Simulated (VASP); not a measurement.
# SrO in VASP: further runs, part 2 of 2

VASP 6.6.1.

### Step 3. Single point, PBE (mode 6 frozen in at +0.000 Å and mode 7 at -0.071 Å (largest displacements))

INCAR reads:

```
SYSTEM = SrO
  PREC = Accurate
  ENCUT = 520
  EDIFF = 1E-6
  ISMEAR = 0
  SIGMA = 0.05
  LREAL = .False.
  LASPH = .True.
  NELM = 100
  ALGO = Normal
  ISIF = 2
  LWAVE = .False.
  LCHARG = .False.
  GGA = PE
  NBANDS = 24
```

KPOINTS reads:

```
Automatic mesh
0
Gamma
  9 9 4
  0 0 0
```

POSCAR reads:

```
SrO
1.0
    3.5769478779      0.0000000000      0.0000000000
   -1.7884739390      3.0977277303      0.0000000000
    0.0000000000      0.0000000000      6.2426216355
Sr O
2 2
Direct
    0.3333333333      0.6666666667      0.2500000000
    0.6666666667      0.3333333333      0.7500000000
   -0.0114922947     -0.0229845894      0.0000000000
    0.0114922947      0.0229845894      0.5000000000
```

Potentials or basis: VASP PAW PBE potentials, release 64 (Sr_sv, O).

Run with:

```sh
cat potpaw_PBE.64/Sr_sv/POTCAR potpaw_PBE.64/O/POTCAR > POTCAR
mpirun -np 1 vasp_std > vasp.out
```

OUTCAR:

```text
SYSTEM = SrO
   PREC = Accurate
   ENCUT = 520
   EDIFF = 1E-6
   ISMEAR = 0
   LREAL = .False.
   LASPH = .True.
   NELM = 100
   ISIF = 2
   GGA = PE

 ion  position               nearest neighbor table
   1  0.333  0.667  0.250-   4 2.53   3 2.56   3 2.56   4 2.62   4 2.62   3 2.65   2 3.74   2 3.74
                             2 3.74   2 3.74   2 3.74   2 3.74
   2  0.667  0.333  0.750-   3 2.53   4 2.56   4 2.56   3 2.62   3 2.62   4 2.65   1 3.74   1 3.74
                             1 3.74   1 3.74   1 3.74   1 3.74
   3  0.989  0.977  0.000-   2 2.53   1 2.56   1 2.56   2 2.62   2 2.62   1 2.65
   4  0.011  0.023  0.500-   1 2.53   2 2.56   2 2.56   1 2.62   1 2.62   2 2.65

  LATTYP: Found a hexagonal cell.
 ALAT       =     3.5769478779
 C/A-ratio  =     1.7452369586

  Lattice vectors:

 A1 = (   3.5769478779,   0.0000000000,   0.0000000000)
 A2 = (  -1.7884739390,   3.0977277303,   0.0000000000)
 A3 = (   0.0000000000,   0.0000000000,   6.2426216355)

Analysis of symmetry for initial positions (statically):
=====================================================================
 Subroutine PRICEL returns:
 Original cell was already a primitive cell.

[... 171 lines left out ...]
  free energy    TOTEN  =       -23.73783336 eV

  energy without entropy =      -23.73783336  energy(sigma->0) =      -23.73783336

 E-fermi :   2.4174     XC(G=0):  -9.9378

 val. band max:        2.1089803076   @ k =   0.0000   0.0000   0.0000
 cond. band min:       5.0910914727   @ k =   0.0000   0.0000   0.0000
 fundamental gap:      2.9821111651
 Fermi energy:         2.4174013057

 k-point     1 :       0.0000    0.0000    0.0000
  band No.  band energies     occupation
      1     -30.9141      2.00000
      2     -30.8136      2.00000
      3     -14.9323      2.00000
      4     -13.4060      2.00000
      5     -12.6105      2.00000
      6     -12.6084      2.00000
[... 637 lines left out ...]
     23      10.5814      0.00000
     24      11.4473      0.00000

 [... further k-points ...]
[... 5 lines left out ...]
  --------------------------------------------------------------------------------------
  -------------------------------------------------------------------------------------
  Total        0.2755421      0.2971129      0.2700300     -0.0000000      0.0000000      0.0000000
  in kB        6.3822771      6.8819130      6.2546025     -0.0000000      0.0000000      0.0000000
  external PRESSURE =       6.5062642 kB  Pullay stress =       0.0000000 kB

 VOLUME and BASIS-vectors are now :
 -----------------------------------------------------------------------------
  energy-cutoff  :      520.00
  volume of cell :       69.17
      direct lattice vectors                 reciprocal lattice vectors
     3.576947878  0.000000000  0.000000000     0.279567954  0.161408634  0.000000000
    -1.788473939  3.097727730  0.000000000     0.000000000  0.322817267  0.000000000
     0.000000000  0.000000000  6.242621635     0.000000000  0.000000000  0.160189109

 POSITION                                       TOTAL-FORCE (eV/Angst)
 -----------------------------------------------------------------------------------
     -0.00000      2.06515      1.56066        -0.000000      0.023398     -0.001557
      1.78847      1.03258      4.68197         0.000000     -0.023398     -0.001557
      1.78847      3.02653      0.00000        -0.000000      0.143230      0.001557
     -0.00000      0.07120      3.12131         0.000000     -0.143230      0.001557
 -----------------------------------------------------------------------------------
    total drift:                                0.000000      0.000000      0.000002

  FREE ENERGIE OF THE ION-ELECTRON SYSTEM (eV)
  ---------------------------------------------------
  free  energy   TOTEN  =       -23.7378333594 eV

  energy  without entropy=      -23.7378333594  energy(sigma->0) =      -23.73783336
```

OSZICAR:

```text
N       E                     dE             d eps       ncg     rms          rms(c)
DAV:   1     0.171475803451E+03    0.17148E+03   -0.16165E+04  3600   0.127E+03
DAV:   2    -0.177608491813E+02   -0.18924E+03   -0.17884E+03  5072   0.282E+02
DAV:   3    -0.281619426727E+02   -0.10401E+02   -0.10338E+02  5544   0.583E+01
DAV:   4    -0.284059158854E+02   -0.24397E+00   -0.24389E+00  4816   0.729E+00
DAV:   5    -0.284077823624E+02   -0.18665E-02   -0.18664E-02  5056   0.733E-01    0.222E+01
DAV:   6    -0.239493671122E+02    0.44584E+01   -0.19796E+01  3888   0.244E+01    0.264E+01
DAV:   7    -0.238110407854E+02    0.13833E+00   -0.15364E+00  5272   0.670E+00    0.174E+01
DAV:   8    -0.237485311514E+02    0.62510E-01   -0.61595E-01  3776   0.519E+00    0.197E+00
DAV:   9    -0.237347681236E+02    0.13763E-01   -0.66370E-02  5496   0.175E+00    0.494E-01
DAV:  10    -0.237371735418E+02   -0.24054E-02   -0.71640E-03  4432   0.473E-01    0.192E-01
DAV:  11    -0.237377454937E+02   -0.57195E-03   -0.15201E-03  4160   0.219E-01    0.387E-02
DAV:  12    -0.237378338473E+02   -0.88354E-04   -0.17828E-04  4984   0.726E-02    0.490E-02
DAV:  13    -0.237378329566E+02    0.89076E-06   -0.17613E-05  4176   0.302E-02    0.957E-03
DAV:  14    -0.237378333594E+02   -0.40283E-06   -0.21899E-06  4432   0.860E-03
   1 F= -.23737833E+02 E0= -.23737833E+02  d E =-.260138E-20
```

stdout:

```text
POSCAR found type information on POSCAR SrO
 POSCAR found :  2 types and       4 ions
 scaLAPACK will be used
 LDA part: xc-table for (Slater+PW92), standard interpolation
 POSCAR, INCAR and KPOINTS ok, starting setup
 FFT: planning ... GRIDC
 FFT: planning ... GRID_SOFT
 FFT: planning ... GRID
 WAVECAR not read
 entering main loop
```

Wall time 1.7 min (1 thread of Intel Xeon 6975P-C, shared host); peak memory 0.26 GiB.

Results:

```
Free energy            : -23.7378 eV
Pressure               : 0.7 GPa
Largest force          : 0.143 eV/Å
Band gap on the k mesh : 2.98 eV, direct
```

Forces in eV/Å, atoms in the order of the input:
```
Sr   0.000  0.023 -0.002
Sr   0.000 -0.023 -0.002
O    0.000  0.143  0.002
O    0.000 -0.143  0.002
```

Caveat: the cell differs from its parent crystal (mode 6 frozen in at +0.000 Å and mode 7 at -0.071 Å (largest displacements)). A k mesh can miss the band edges.

### Step 4. Single point, PBE (mode 6 frozen in at -0.071 Å and mode 7 at +0.000 Å (largest displacements))

INCAR reads:

```
  ALGO = Normal
  EDIFF = 1E-7
  ENCUT = 520
  GGA = PE
  ISIF = 2
  ISMEAR = 0
  LASPH = True
  LCHARG = False
  LREAL = False
  LWAVE = False
  NBANDS = 24
  NELM = 80
  PREC = Accurate
  SIGMA = 0.05
```

KPOINTS reads:

```
k-points
0
Gamma
  9 9 4
```

Changes to POSCAR since step 3:

```diff
@@ -10,3 +10,3 @@
     0.6666666667      0.3333333333      0.7500000000
-   -0.0114922947     -0.0229845894      0.0000000000
-    0.0114922947      0.0229845894      0.5000000000
+   -0.0199052383      0.0000000000      0.0000000000
+    0.0199052383      0.0000000000      0.5000000000
```

Potentials or basis: VASP PAW PBE potentials, release 64 (Sr_sv, O).

Run with:

```sh
cat potpaw_PBE.64/Sr_sv/POTCAR potpaw_PBE.64/O/POTCAR > POTCAR
mpirun -np 1 vasp_std > vasp.out
```

OUTCAR:

```text
EDIFF = 1E-7
   ENCUT = 520
   GGA = PE
   ISIF = 2
   ISMEAR = 0
   LASPH = True
   LREAL = False
   NELM = 80
   PREC = Accurate

 ion  position               nearest neighbor table
   1  0.333  0.667  0.250-   4 2.54   3 2.54   3 2.59   4 2.59   3 2.64   4 2.64   2 3.74   2 3.74
                             2 3.74   2 3.74   2 3.74   2 3.74
   2  0.667  0.333  0.750-   3 2.54   4 2.54   4 2.59   3 2.59   4 2.64   3 2.64   1 3.74   1 3.74
                             1 3.74   1 3.74   1 3.74   1 3.74
   3  0.980  0.000  0.000-   2 2.54   1 2.54   1 2.59   2 2.59   1 2.64   2 2.64
   4  0.020  0.000  0.500-   1 2.54   2 2.54   2 2.59   1 2.59   2 2.64   1 2.64

  LATTYP: Found a hexagonal cell.
 ALAT       =     3.5769478779
 C/A-ratio  =     1.7452369586

  Lattice vectors:

 A1 = (   3.5769478779,   0.0000000000,   0.0000000000)
 A2 = (  -1.7884739390,   3.0977277303,   0.0000000000)
 A3 = (   0.0000000000,   0.0000000000,   6.2426216355)

Analysis of symmetry for initial positions (statically):
=====================================================================
 Subroutine PRICEL returns:
 Original cell was already a primitive cell.

 Routine SETGRP: Setting up the symmetry group for a
[... 170 lines left out ...]
  free energy    TOTEN  =       -23.73783736 eV

  energy without entropy =      -23.73783736  energy(sigma->0) =      -23.73783736

 E-fermi :   2.4255     XC(G=0):  -9.9376

 val. band max:        2.1087570247   @ k =   0.0000   0.0000   0.0000
 cond. band min:       5.0914595192   @ k =   0.0000   0.0000   0.0000
 fundamental gap:      2.9827024945
 Fermi energy:         2.4255297721

 k-point     1 :       0.0000    0.0000    0.0000
  band No.  band energies     occupation
      1     -30.9140      2.00000
      2     -30.8135      2.00000
      3     -14.9324      2.00000
      4     -13.4062      2.00000
      5     -12.6105      2.00000
      6     -12.6082      2.00000
[... 637 lines left out ...]
     23      10.5895      0.00000
     24      11.4630      0.00000

 [... further k-points ...]
[... 5 lines left out ...]
  --------------------------------------------------------------------------------------
  -------------------------------------------------------------------------------------
  Total        0.3044684      0.2829817      0.2779707     -0.0000000      0.0000000      0.0000000
  in kB        7.0522866      6.5545988      6.4385308     -0.0000000      0.0000000      0.0000000
  external PRESSURE =       6.6818054 kB  Pullay stress =       0.0000000 kB

 VOLUME and BASIS-vectors are now :
 -----------------------------------------------------------------------------
  energy-cutoff  :      520.00
  volume of cell :       69.17
      direct lattice vectors                 reciprocal lattice vectors
     3.576947878  0.000000000  0.000000000     0.279567954  0.161408634  0.000000000
    -1.788473939  3.097727730  0.000000000     0.000000000  0.322817267  0.000000000
     0.000000000  0.000000000  6.242621635     0.000000000  0.000000000  0.160189109

 POSITION                                       TOTAL-FORCE (eV/Angst)
 -----------------------------------------------------------------------------------
     -0.00000      2.06515      1.56066         0.000000     -0.023380      0.000000
      1.78847      1.03258      4.68197        -0.000000      0.023380     -0.000000
      3.50575      0.00000      0.00000         0.143368      0.000000      0.000000
      0.07120      0.00000      3.12131        -0.143368      0.000000      0.000000
 -----------------------------------------------------------------------------------
    total drift:                                0.000000     -0.000000     -0.000000

  FREE ENERGIE OF THE ION-ELECTRON SYSTEM (eV)
  ---------------------------------------------------
  free  energy   TOTEN  =       -23.7378373634 eV

  energy  without entropy=      -23.7378373634  energy(sigma->0) =      -23.73783736
```

stdout:

```text
POSCAR found type information on POSCAR SrO
 POSCAR found :  2 types and       4 ions
 scaLAPACK will be used
 LDA part: xc-table for (Slater+PW92), standard interpolation
 POSCAR, INCAR and KPOINTS ok, starting setup
 FFT: planning ... GRIDC
 FFT: planning ... GRID_SOFT
 FFT: planning ... GRID
 WAVECAR not read
 entering main loop
```

Wall time 85 s (1 thread of Intel Xeon 6975P-C, shared host); peak memory 0.26 GiB.

Results:

| Item | Value |
| --- | --- |
| Free energy | -23.7378 eV |
| Pressure | 0.7 GPa |
| Largest force | 0.143 eV/Å |
| Band gap on the k mesh | 2.98 eV, direct |

Forces in eV/Å, atoms in the order of the input:
```
Sr   0.000 -0.023  0.000
Sr   0.000  0.023  0.000
O    0.143  0.000  0.000
O   -0.143  0.000  0.000
```

Caveat: the cell differs from its parent crystal (mode 6 frozen in at -0.071 Å and mode 7 at +0.000 Å (largest displacements)).
